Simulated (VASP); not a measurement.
As:

```xyz
1
Lattice="2.2351 0.0000 0.0000 -1.1175 1.9356 0.0000 0.0000 0.0000 2.0863" Properties=species:S:1:pos:R:3 pbc="T T T"
As    0.0000    0.0000    0.0000
```

Base run:

- Program: VASP 6.6.1
- Functional: PBE
- Potentials or basis: VASP PAW PBE potentials, release 64 (As_d)
- Cutoff: 600 eV
- k mesh: 15 × 15 × 14
- Occupations: fermi-dirac, width 0.05 eV
- Spin: no spin polarisation

Its results: pressure 342.5 GPa.

Task: The run is repeated on the same cell with these changes: potentials or basis from VASP PAW PBE potentials, release 64 (As_d) to VASP PAW PBE potentials, release 64 (As); cutoff from 600 eV to 520 eV; further incar settings from ALGO = Normal; EDIFF = 1e-06; NBANDS = 14 to ALGO = Normal; EDIFF = 1e-06; NBANDS = 8; valence electrons from 15 to 5. What comes out?

Result: Pressure 354.8 GPa.
